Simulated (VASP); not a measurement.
# Li4Pt3 (Im-3m) in VASP: relaxation of cell and atoms with PBE

Aim: the relaxation of cell and atoms of Li4Pt3 with PBE.

Everything below comes from runs of VASP 6.6.1. Logs are shortened: lines on timing, memory, paths and dates and some standing lists are left out, and cuts for length are marked.

## 1. The cell of the first run

Symmetry: Im-3m, No. 229, cubic system. Conventional cell: a = 5.906 Å, b = 5.906 Å, c = 5.906 Å, α = 90.00°, β = 90.00°, γ = 90.00°. Li (site symmetry -3m) has 6 Pt at 2.56 Å and 6 Li at 2.95 Å within 3.4 Å. Within 3.4 Å of Pt (site symmetry 4/mmm) lie 8 Li at 2.56 Å and 4 Pt at 2.95 Å.

The cell was generated, and may not be a known phase.

## 2. Relaxation of cell and atoms, PBE

File INCAR:

```
SYSTEM = Li4Pt3
PREC = Accurate
ENCUT = 600
EDIFF = 1E-6
ISMEAR = 0
SIGMA = 0.1
LREAL = .FALSE.
LASPH = .TRUE.
NELM = 80
ALGO = Fast
ISIF = 3
LWAVE = .FALSE.
LCHARG = .FALSE.
GGA = PE
IBRION = 2
NSW = 100
EDIFFG = -0.01
```

File KPOINTS:

```
Automatic mesh
0
G
  10 10 10
  0 0 0
```

File POSCAR:

```
Li4Pt3
1.0
   -2.9529929037      2.9529929037      2.9529929037
    2.9529929037     -2.9529929037      2.9529929037
    2.9529929037      2.9529929037     -2.9529929037
Li Pt
4 3
Direct
    0.5000000000      0.5000000000      0.5000000000
    0.0000000000      0.0000000000      0.5000000000
    0.0000000000      0.5000000000      0.0000000000
    0.5000000000      0.0000000000      0.0000000000
    0.0000000000      0.5000000000      0.5000000000
    0.5000000000      0.0000000000      0.5000000000
    0.5000000000      0.5000000000      0.0000000000
```

Potentials or basis: VASP PAW PBE potentials, release 64 (Li_sv, Pt).

Started as:

```bash
$ cat potpaw_PBE.64/Li_sv/POTCAR potpaw_PBE.64/Pt/POTCAR > POTCAR
$ mpirun -np 1 vasp_std > vasp.out
```

OUTCAR:

```text
SYSTEM = Li4Pt3
   PREC = Accurate
   ENCUT = 600
   EDIFF = 1E-6
   ISMEAR = 0
   LREAL = .FALSE.
   LASPH = .TRUE.
   NELM = 80
   ISIF = 3
   GGA = PE
   IBRION = 2
   NSW = 100
   EDIFFG = -0.01

 ion  position               nearest neighbor table
   1  0.500  0.500  0.500-   5 2.56   6 2.56   7 2.56   7 2.56   6 2.56   5 2.56
   2  0.000  0.000  0.500-   5 2.56   6 2.56   7 2.56   5 2.56   6 2.56   7 2.56
   3  0.000  0.500  0.000-   5 2.56   6 2.56   7 2.56   5 2.56   7 2.56   6 2.56
   4  0.500  0.000  0.000-   5 2.56   6 2.56   7 2.56   6 2.56   7 2.56   5 2.56
   5  0.000  0.500  0.500-   1 2.56   2 2.56   3 2.56   4 2.56   3 2.56   2 2.56   1 2.56   4 2.56
                             6 2.95   7 2.95   6 2.95   7 2.95
   6  0.500  0.000  0.500-   1 2.56   2 2.56   3 2.56   4 2.56   4 2.56   1 2.56   2 2.56   3 2.56
                             7 2.95   5 2.95   5 2.95   7 2.95
   7  0.500  0.500  0.000-   1 2.56   2 2.56   3 2.56   4 2.56   1 2.56   4 2.56   3 2.56   2 2.56
                             6 2.95   5 2.95   5 2.95   6 2.95

  LATTYP: Found a body centered cubic cell.
 ALAT       =     5.9059858074

  Lattice vectors:

 A1 = (  -2.9529929037,   2.9529929037,   2.9529929037)
 A2 = (   2.9529929037,  -2.9529929037,   2.9529929037)
 A3 = (   2.9529929037,   2.9529929037,  -2.9529929037)

Analysis of symmetry for initial positions (statically):
=====================================================================
 Subroutine PRICEL returns:
 Original cell was already a primitive cell.

 Routine SETGRP: Setting up the symmetry group for a
 body centered cubic supercell.

 Subroutine GETGRP returns: Found 48 space group operations
 (whereof 48 operations were pure point group operations)
 out of a pool of 48 trial point group operations.

The static configuration has the point symmetry O_h .

Analysis of symmetry for dynamics (positions and initial velocities):
=====================================================================
 Subroutine PRICEL returns:
 Original cell was already a primitive cell.

 Routine SETGRP: Setting up the symmetry group for a
 body centered cubic supercell.

[... 175 lines left out ...]
  external PRESSURE =      -5.2401791 kB  Pullay stress =       0.0000000 kB

 VOLUME and BASIS-vectors are now :
 -----------------------------------------------------------------------------
  energy-cutoff  :      600.00
  volume of cell :      103.00
      direct lattice vectors                 reciprocal lattice vectors
    -2.952992904  2.952992904  2.952992904     0.000000000  0.169319743  0.169319743
     2.952992904 -2.952992904  2.952992904     0.169319743  0.000000000  0.169319743
     2.952992904  2.952992904 -2.952992904     0.169319743  0.169319743  0.000000000

 POSITION                                       TOTAL-FORCE (eV/Angst)
 -----------------------------------------------------------------------------------
      1.47650      1.47650      1.47650         0.000000      0.000000      0.000000
      1.47650      1.47650     -1.47650         0.000000      0.000000     -0.000000
      1.47650     -1.47650      1.47650         0.000000     -0.000000     -0.000000
     -1.47650      1.47650      1.47650         0.000000     -0.000000     -0.000000
      2.95299      0.00000      0.00000        -0.000000     -0.000000     -0.000000
      0.00000      2.95299      0.00000         0.000000      0.000000      0.000000
      0.00000      0.00000      2.95299        -0.000000     -0.000000      0.000000
 -----------------------------------------------------------------------------------
    total drift:                               -0.000000     -0.000000      0.000000

  FREE ENERGIE OF THE ION-ELECTRON SYSTEM (eV)
  ---------------------------------------------------
  free  energy   TOTEN  =       -29.1605503679 eV

  energy  without entropy=      -29.1504575216  energy(sigma->0) =      -29.15550394

--------------------------------------- Ionic step        2  -------------------------------------------

 number of electron      42.0000033 magnetization

 Free energy of the ion-electron system (eV)
  ---------------------------------------------------
  ext. energy  EPLUGINS =         0.00000000
  ---------------------------------------------------
  free energy    TOTEN  =       -29.16187986 eV

  energy without entropy =      -29.15184302  energy(sigma->0) =      -29.15686144

 E-fermi :   4.7990     XC(G=0): -10.2989

 val. band max:        4.7913408362   @ k =   0.1000   0.1000   0.1000
 cond. band min:       4.7997110361   @ k =   0.4000   0.2000   0.0000
 fundamental gap:      0.0083701998
 Fermi energy:         4.7990127640

 k-point     1 :       0.0000    0.0000    0.0000
  band No.  band energies     occupation
      1     -39.8659      2.00000
      2     -39.8441      2.00000
      3     -39.8441      2.00000
      4     -39.8441      2.00000
      5      -1.3730      2.00000
      6       0.9542      2.00000
[... 661 lines left out ...]
     24       7.4911      0.00000
     25       8.1021      0.00000

 [... further k-points ...]
[... 5 lines left out ...]
  --------------------------------------------------------------------------------------
  -------------------------------------------------------------------------------------
  Total       -0.0075308     -0.0075308     -0.0075308      0.0000000      0.0000000      0.0000000
  in kB       -0.1179595     -0.1179595     -0.1179595      0.0000000      0.0000000      0.0000000
  external PRESSURE =      -0.1179595 kB  Pullay stress =       0.0000000 kB

 VOLUME and BASIS-vectors are now :
 -----------------------------------------------------------------------------
  energy-cutoff  :      600.00
  volume of cell :      102.29
      direct lattice vectors                 reciprocal lattice vectors
    -2.946136785  2.946136785  2.946136785     0.000000000  0.169713777  0.169713777
     2.946136785 -2.946136785  2.946136785     0.169713777  0.000000000  0.169713777
     2.946136785  2.946136785 -2.946136785     0.169713777  0.169713777  0.000000000

 POSITION                                       TOTAL-FORCE (eV/Angst)
 -----------------------------------------------------------------------------------
      1.47307      1.47307      1.47307         0.000000      0.000000     -0.000000
      1.47307      1.47307     -1.47307        -0.000000      0.000000      0.000000
     -1.47307      1.47307      4.41921         0.000000      0.000000      0.000000
      1.47307     -1.47307      4.41921        -0.000000      0.000000      0.000000
      0.00000      2.94614      2.94614        -0.000000      0.000000      0.000000
      0.00000      2.94614      0.00000         0.000000     -0.000000      0.000000
      2.94614      2.94614      0.00000         0.000000      0.000000     -0.000000
 -----------------------------------------------------------------------------------
    total drift:                               -0.000000      0.000000     -0.000000

  FREE ENERGIE OF THE ION-ELECTRON SYSTEM (eV)
  ---------------------------------------------------
  free  energy   TOTEN  =       -29.1618798581 eV

  energy  without entropy=      -29.1518430172  energy(sigma->0) =      -29.15686144

 reached required accuracy - stopping structural energy minimisation
```

OSZICAR:

```text
N       E                     dE             d eps       ncg     rms          rms(c)
DAV:   1     0.303719106884E+03    0.30372E+03   -0.21570E+04  2350   0.194E+03
DAV:   2    -0.563853943058E-01   -0.30378E+03   -0.29528E+03  2752   0.421E+02
DAV:   3    -0.280614202336E+02   -0.28005E+02   -0.27505E+02  4082   0.848E+01
[... 21 lines left out ...]
RMM:   5    -0.291618527684E+02   -0.57107E-04   -0.63201E-04  3674   0.113E-01    0.967E-03
RMM:   6    -0.291618714942E+02   -0.18726E-04   -0.20469E-04  3862   0.619E-02    0.736E-03
RMM:   7    -0.291618765455E+02   -0.50513E-05   -0.51809E-05  3277   0.360E-02    0.524E-03
RMM:   8    -0.291618790568E+02   -0.25112E-05   -0.32607E-05  3248   0.256E-02    0.399E-03
RMM:   9    -0.291618798581E+02   -0.80134E-06   -0.69538E-06  2001   0.172E-02
   2 F= -.29161880E+02 E0= -.29156861E+02  d E =-.132949E-02
```

Run time: 7.2 min. Hardware: 1 thread of Intel Xeon Platinum 8488C (Sapphire Rapids), shared host; peak memory 0.34 GiB.

Results:

- Free energy: -29.1619 eV
- Relaxed volume: 14.61 Å³/atom
- Relaxed cell: a = 5.103 Å, b = 5.103 Å, c = 5.103 Å, α = 109.47°, β = 109.47°, γ = 109.47°
- Space group after relaxing (to 0.1 Å): Im-3m (No. 229)
- Energy gained by relaxing: 0.2 meV/atom
- Ionic steps: 2
- Pressure after relaxing: 0.0 GPa
- Band gap on the k mesh: zero (bands 21 and 22 overlap by 2.48 eV)

Step by step:
```
step  energy change (eV)  largest force (eV/Å)  pressure (GPa)  volume (Å³)
   1              0.0000                0.0000           -0.52       103.00
   2             -0.0013                0.0000           -0.01       102.29
```

Final structure:
```yaml
crystal:
  lattice:
    - [-2.94614, 2.94614, 2.94614]
    - [2.94614, -2.94614, 2.94614]
    - [2.94614, 2.94614, -2.94614]
  atoms:
    - { symbol: Li, position: [0.50000, 0.50000, 0.50000] }
    - { symbol: Li, position: [0.00000, 0.00000, 0.50000] }
    - { symbol: Li, position: [0.00000, 0.50000, 0.00000] }
    - { symbol: Li, position: [0.50000, 0.00000, 0.00000] }
    - { symbol: Pt, position: [0.00000, 0.50000, 0.50000] }
    - { symbol: Pt, position: [0.50000, 0.00000, 0.50000] }
    - { symbol: Pt, position: [0.50000, 0.50000, 0.00000] }
```

Caveat: the cutoff is under 1.25 times the usual one of these potentials, so pressure, stress and relaxed cells hold a basis-set (Pulay) error; spin-orbit coupling is left out, which moves the levels of the heavy elements.
